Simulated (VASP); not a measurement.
# Hf (P6_3/mmc) in VASP: notebook

Runs on Hf. Level: PBE. Tasks: single point, relaxation of cell and atoms.

Program: VASP 6.6.1. These are calculated values, not measurements. Logs are shortened: lines on timing, memory, paths and dates and some standing lists are left out, and cuts for length are marked.

## Step 1: The cell of the first run

It takes space group P6_3/mmc (No. 194, hexagonal). The conventional cell has a = 3.195 Å, b = 3.195 Å, c = 5.106 Å, α = 90.00°, β = 90.00°, γ = 120.00°. Within 4.1 Å of Hf (site symmetry -6m2) lie 12 Hf at 3.15 to 3.20 Å.

## Step 2: Single point, PBE

File INCAR:

```
SYSTEM = Hf
  ALGO = Normal
  EDIFF = 1E-6
  ENCUT = 500
  GGA = PE
  GGA_COMPAT = .FALSE.
  ISIF = 2
  ISMEAR = -1
  LASPH = .TRUE.
  LCHARG = .FALSE.
  LREAL = .FALSE.
  LWAVE = .FALSE.
  NBANDS = 17
  NELM = 120
  PREC = Accurate
  SIGMA = 0.05
```

File KPOINTS:

```
k-points
0
G
  7 7 4
  0 0 0
```

File POSCAR:

```
Hf
1.0
    3.1950107001      0.0000000000      0.0000000000
   -1.5975053500      2.7669604316      0.0000000000
    0.0000000000      0.0000000000      5.1061126947
Hf
2
Direct
    0.3333333333      0.6666666667      0.2500000000
    0.6666666667      0.3333333333      0.7500000000
```

Potentials or basis: VASP PAW PBE potentials, release 64 (Hf_pv).

The run is started by

```sh
$ cat potpaw_PBE.64/Hf_pv/POTCAR > POTCAR
$ mpirun -np 1 vasp_std > vasp.out
```

OUTCAR:

```text
SYSTEM = Hf
   EDIFF = 1E-6
   ENCUT = 500
   GGA = PE
   ISIF = 2
   ISMEAR = -1
   LASPH = .TRUE.
   LREAL = .FALSE.
   NELM = 120
   PREC = Accurate

 ion  position               nearest neighbor table
   1  0.333  0.667  0.250-   2 3.15   2 3.15   2 3.15   2 3.15   2 3.15   2 3.15
   2  0.667  0.333  0.750-   1 3.15   1 3.15   1 3.15   1 3.15   1 3.15   1 3.15

  LATTYP: Found a hexagonal cell.
 ALAT       =     3.1950107001
 C/A-ratio  =     1.5981519857

  Lattice vectors:

 A1 = (   3.1950107001,   0.0000000000,   0.0000000000)
 A2 = (  -1.5975053500,   2.7669604316,   0.0000000000)
 A3 = (   0.0000000000,   0.0000000000,   5.1061126947)

Analysis of symmetry for initial positions (statically):
=====================================================================
 Subroutine PRICEL returns:
 Original cell was already a primitive cell.

 Routine SETGRP: Setting up the symmetry group for a
 hexagonal supercell.

 Subroutine GETGRP returns: Found 24 space group operations
 (whereof 12 operations were pure point group operations)
 out of a pool of 24 trial point group operations.

The static configuration has the point symmetry D_3d.
 The point group associated with its full space group is D_6h.

Analysis of symmetry for dynamics (positions and initial velocities):
=====================================================================
 Subroutine PRICEL returns:
 Original cell was already a primitive cell.

 Routine SETGRP: Setting up the symmetry group for a
 hexagonal supercell.

 Subroutine GETGRP returns: Found 24 space group operations
 (whereof 12 operations were pure point group operations)
 out of a pool of 24 trial point group operations.

The dynamic configuration has the point symmetry D_3d.
 The point group associated with its full space group is D_6h.

 Subroutine INISYM returns: Found 24 space group operations
 (whereof 12 operations are pure point group operations),
 and found     1 'primitive' translations

----------------------------------------------------------------------------------------

                                     Primitive cell

  volume of cell :      45.1404

  direct lattice vectors                    reciprocal lattice vectors
     3.195010700  0.000000000  0.000000000     0.312987997  0.180703704  0.000000000
    -1.597505350  2.766960432  0.000000000     0.000000000  0.361407409  0.000000000
     0.000000000  0.000000000  5.106112695     0.000000000  0.000000000  0.195843699

  length of vectors
     3.195010700  3.195010700  5.106112695     0.361407409  0.361407409  0.195843699

  position of ions in fractional coordinates (direct lattice)
     0.333333333  0.666666667  0.250000000
     0.666666667  0.333333333  0.750000000

  ion indices of the primitive-cell ions
   primitive index   ion index
                 1           1
                 2           2

----------------------------------------------------------------------------------------

 KPOINTS: k-points

Automatic generation of k-mesh.
 Grid dimensions read from file:
 generate k-points for:    7    7    4

 Generating k-lattice:

  Cartesian coordinates                     Fractional coordinates (reciprocal lattice)
     0.044712571  0.025814815  0.000000000     0.142857143  0.000000000  0.000000000
     0.000000000  0.051629630  0.000000000     0.000000000  0.142857143  0.000000000
     0.000000000  0.000000000  0.048960925     0.000000000  0.000000000  0.250000000

  Length of vectors
     0.051629630  0.051629630  0.048960925

  Shift w.r.t. Gamma in fractional coordinates (k-lattice)
     0.000000000  0.000000000  0.000000000

 Subroutine IBZKPT returns following result:
 ===========================================

 Found     24 irreducible k-points:

 Following reciprocal coordinates:
            Coordinates               Weight
  0.000000  0.000000  0.000000      1.000000
  0.142857 -0.000000  0.000000      6.000000
  0.285714 -0.000000  0.000000      6.000000
  0.428571 -0.000000  0.000000      6.000000
  0.142857  0.142857  0.000000      6.000000
  0.285714  0.142857  0.000000     12.000000
[... 16 lines left out ...]
  0.428571  0.142857  0.500000      6.000000
  0.285714  0.285714  0.500000      6.000000
   k-points           NKPTS =     24   k-points in BZ     NKDIM =     24   number of bands    NBANDS=     17
   number of dos      NEDOS =    301   number of ions     NIONS =      2
   total plane-waves  NPLWV =  23040
   dimension x,y,z NGX =    24 NGY =   24 NGZ =   40
   dimension x,y,z NGXF=    48 NGYF=   48 NGZF=   80
   ions per type =               2
   NGX,Y,Z   is equivalent  to a cutoff of  12.49, 12.49, 13.02 a.u.
   NGXF,Y,Z  is equivalent  to a cutoff of  24.98, 24.98, 26.05 a.u.
 SYSTEM =  Hf
   PREC   = accura    normal or accurate (medium, high low for compatibility)
   ISTART =      0    job   : 0-new  1-cont  2-samecut
   ICHARG =      2    charge: 1-file 2-atom 10-const
   ISPIN  =      1    spin polarized calculation?
   LNONCOLLINEAR =      F non collinear calculations
   LSORBIT =      F    spin-orbit coupling
   LASPH  =      T    aspherical Exc in radial PAW
   ENCUT  =  500.0 eV  36.75 Ry    6.06 a.u.   5.83  5.83  9.31*2*pi/ulx,y,z
   NELM   =    120;   NELMIN=  2; NELMDL= -5     # of ELM steps
   EDIFF  = 0.1E-05   stopping-criterion for ELM
   LREAL  =      F    real-space projection
[... 7 lines left out ...]
   TEBEG  =    0.0;   TEEND  =   0.0 temperature during run
   PSTRESS=    0.0 pullay stress
   NELECT =      20.0000    total number of electrons
   NUPDOWN=      -1.0000    fix difference up-down
   EMIN   =  10.00;   EMAX   =-10.00  energy-range for DOS
   EFERMI =   0.00;   METHOD = LEGACY
   ISMEAR =    -1;   SIGMA  =   0.05  broadening in eV -4-tet -1-fermi 0-gaus
   EFERMI_NEDOS =   21; number of points for ismear=-14 and -15
   IALGO  =     38    algorithm
   IMIX   =      4    mixing-type and parameters
     AMIX     =   0.40;   BMIX     =  1.00
     AMIX_MAG =   1.60;   BMIX_MAG =  1.00
  volume/ion in A,a.u.               =      22.57       152.31
  Fermi-wavevector in a.u.,A,eV,Ry     =   1.248043  2.358460 21.192595  1.557612
  Thomas-Fermi vector in A             =   2.382148
   LORBIT       =      0    0 simple, 1 ext, 2 COOP (PROOUT), +10 PAW based schemes
   GGA     = PE    functional components
   LHFCALC =     F    Hartree Fock is set to
   AEXX    =    0.0000 exact exchange contribution
   IVDW    =     0    specifies the selected vdW correction
   LEPSILON=     F    determine dielectric tensor
   LRPA    =     F    only Hartree local field effects (RPA)
 non-spin polarized calculation
  energy-cutoff  :      500.00
  volume of cell :       45.14
 maximum number of plane-waves:      1170
 NGX is ok and might be reduce to    24
   NGX = 11   NGY = 11   NGZ = 19

 number of electron      20.0000006 magnetization

 Free energy of the ion-electron system (eV)
  ---------------------------------------------------
  ext. energy  EPLUGINS =         0.00000000
  ---------------------------------------------------
  free energy    TOTEN  =       -19.85653185 eV

  energy without entropy =      -19.84576130  energy(sigma->0) =      -19.85114658

 E-fermi :   4.9081     XC(G=0): -11.2434

 val. band max:        4.8766856503   @ k =   0.0000   0.0000   0.2500
 cond. band min:       4.9621190961   @ k =   0.0000   0.0000   0.5000
 fundamental gap:      0.0854334458
 Fermi energy:         4.9081218119

 k-point     1 :       0.0000    0.0000    0.0000
  band No.  band energies     occupation
      1     -26.2054      2.00000
      2     -25.4979      2.00000
      3     -25.4979      2.00000
      4     -25.3821      2.00000
      5     -25.3803      2.00000
      6     -25.3803      2.00000
[... 9 lines left out ...]
     16       7.5595      0.00000
     17      10.1610      0.00000

 k-point     2 :       0.1429   -0.0000    0.0000
  band No.  band energies     occupation
      1     -26.1555      2.00000
      2     -25.6055      2.00000
      3     -25.5327      2.00000
      4     -25.4920      2.00000
      5     -25.4044      2.00000
      6     -25.3959      2.00000
[... 9 lines left out ...]
     16       7.3822      0.00000
     17      10.5347      0.00000

 k-point     3 :       0.2857   -0.0000    0.0000
  band No.  band energies     occupation
      1     -26.0261      2.00000
      2     -25.8470      2.00000
      3     -25.7282      2.00000
      4     -25.6063      2.00000
      5     -25.4713      2.00000
      6     -25.4347      2.00000
[... 9 lines left out ...]
     16       8.8717      0.00000
     17      11.0003      0.00000

 k-point     4 :       0.4286   -0.0000    0.0000
  band No.  band energies     occupation
      1     -26.0391      2.00000
      2     -25.9056      2.00000
      3     -25.8825      2.00000
      4     -25.6623      2.00000
      5     -25.5645      2.00000
      6     -25.4678      2.00000
[... 9 lines left out ...]
     16      10.6950      0.00000
     17      11.1938      0.00000
[... 343 lines left out ...]
      1     -26.0294      2.00000
      2     -26.0294      2.00000
      3     -25.6543      2.00000
      4     -25.6543      2.00000
      5     -25.5323      2.00000
      6     -25.5323      2.00000
[... 9 lines left out ...]
     16      10.1081      0.00000
     17      10.9555      0.00000

 k-point    23 :       0.4286    0.1429    0.5000
  band No.  band energies     occupation
      1     -26.0926      2.00000
      2     -26.0926      2.00000
      3     -25.6891      2.00000
      4     -25.6891      2.00000
      5     -25.5330      2.00000
      6     -25.5330      2.00000
[... 9 lines left out ...]
     16      10.4031      0.00000
     17      11.9653      0.00000

 k-point    24 :       0.2857    0.2857    0.5000
  band No.  band energies     occupation
      1     -26.0340      2.00000
      2     -26.0340      2.00000
      3     -25.7885      2.00000
      4     -25.7885      2.00000
      5     -25.5205      2.00000
      6     -25.5205      2.00000
[... 9 lines left out ...]
     16      10.2296      0.00000
     17      12.6137      0.00000

------------------------ aborting loop because EDIFF is reached ----------------------------------------

  FORCE on cell =-STRESS in cart. coord.  units (eV):
  Direction    XX          YY          ZZ          XY          YZ          ZX
  --------------------------------------------------------------------------------------
  -------------------------------------------------------------------------------------
  Total       -0.1145756     -0.1145756     -0.1414398     -0.0000000      0.0000000      0.0000000
  in kB       -4.0666511     -4.0666511     -5.0201473     -0.0000000      0.0000000      0.0000000
  external PRESSURE =      -4.3844832 kB  Pullay stress =       0.0000000 kB

 VOLUME and BASIS-vectors are now :
 -----------------------------------------------------------------------------
  energy-cutoff  :      500.00
  volume of cell :       45.14
      direct lattice vectors                 reciprocal lattice vectors
     3.195010700  0.000000000  0.000000000     0.312987997  0.180703704  0.000000000
    -1.597505350  2.766960432  0.000000000     0.000000000  0.361407409  0.000000000
     0.000000000  0.000000000  5.106112695     0.000000000  0.000000000  0.195843699

 POSITION                                       TOTAL-FORCE (eV/Angst)
 -----------------------------------------------------------------------------------
     -0.00000      1.84464      1.27653        -0.000000      0.000000      0.000000
      1.59751      0.92232      3.82958         0.000000     -0.000000      0.000000
 -----------------------------------------------------------------------------------
    total drift:                               -0.000000      0.000000     -0.000000

  FREE ENERGIE OF THE ION-ELECTRON SYSTEM (eV)
  ---------------------------------------------------
  free  energy   TOTEN  =       -19.8565318499 eV

  energy  without entropy=      -19.8457613016  energy(sigma->0) =      -19.85114658
```

Run time: 22 s. Hardware: 1 thread of Intel Xeon 8259CL, shared host; peak memory 0.16 GiB.

What came out:

```
Free energy            : -19.8565 eV
Pressure               : -0.4 GPa
Band gap on the k mesh : zero (bands 10 and 11 overlap by 1.41 eV)
```

Caveat: spin-orbit coupling is left out, which moves the levels of the heavy elements.

## Step 3: Relaxation of cell and atoms, PBE

This run uses another cell than the first one, of 22.38 Å³/atom.

File INCAR:

```
PREC = Accurate
ENCUT = 500
EDIFF = 1E-7
ISMEAR = -1
SIGMA = 0.05
LREAL = False
LASPH = True
NELM = 120
ALGO = Normal
ISIF = 3
LWAVE = False
LCHARG = False
GGA = PE
IBRION = 2
NSW = 80
EDIFFG = -0.02
GGA_COMPAT = False
NELMIN = 4
```

File KPOINTS:

```
regular mesh
0
Gamma
  7 7 4
```

File POSCAR:

```
Hf
1.0
    3.1967000000      0.0000000000      0.0000000000
   -1.5983500000      2.7684234083      0.0000000000
    0.0000000000      0.0000000000      5.0578000000
Hf
2
Direct
    0.3333333333      0.6666666667      0.2500000000
    0.6666666667      0.3333333333      0.7500000000
```

Potentials or basis: VASP PAW PBE potentials, release 64 (Hf_pv).

The run is started by

```sh
$ cat potpaw_PBE.64/Hf_pv/POTCAR > POTCAR
$ mpirun -np 1 vasp_std > vasp.out
```

It took 61 s on 1 thread of Intel Xeon 8259CL, shared host; peak memory 0.17 GiB.

The run converged. Its results:

- Free energy: -19.8567 eV
- Relaxed volume: 22.47 Å³/atom
- Relaxed cell: a = 3.190 Å, b = 3.190 Å, c = 5.100 Å, α = 90.00°, β = 90.00°, γ = 120.00°
- Space group after relaxing (to 0.1 Å): P6_3/mmc (No. 194)
- Energy gained by relaxing: 0.7 meV/atom
- Ionic steps: 4
- Pressure after relaxing: 0.1 GPa
- Band gap on the k mesh: zero (bands 10 and 11 overlap by 1.41 eV)

Stress tensor (GPa, compression positive):
```
 0.11  0.00  0.00
 0.00  0.11  0.00
 0.00  0.00 -0.02
```

The path:
| step | energy change (eV) | largest force (eV/Å) | pressure (GPa) | volume (Å³) |
| --- | --- | --- | --- | --- |
| 1 | 0.0000 | 0.0000 | 0.53 | 44.76 |
| 2 | -0.0009 | 0.0000 | -0.68 | 45.24 |
| 3 | -0.0012 | 0.0000 | -0.27 | 45.08 |
| 4 | -0.0015 | 0.0000 | 0.07 | 44.93 |

Final structure:
```yaml
crystal:
  lattice:
    - [3.18977, 0.00000, 0.00000]
    - [-1.59489, 2.76243, 0.00000]
    - [0.00000, 0.00000, 5.09958]
  atoms:
    - { symbol: Hf, position: [0.33333, 0.66667, 0.25000] }
    - { symbol: Hf, position: [0.66667, 0.33333, 0.75000] }
```

Levels at points of the mesh, in eV from the Fermi level:
```csv
k point,band 6,band 7,band 8,band 9,band 10,band 11,band 12,band 13,band 14
"(0.00, 0.00, 0.00)",-30.27,-7.42,-3.78,0.49,1.14,1.14,1.31,1.93,1.93
"(0.00, 0.00, 0.50)",-30.33,-5.48,-5.48,0.05,0.05,1.06,1.06,1.06,1.06
```

Caveat: spin-orbit coupling is left out, which moves the levels of the heavy elements. PBE usually gives volumes a little too large and moduli too small.
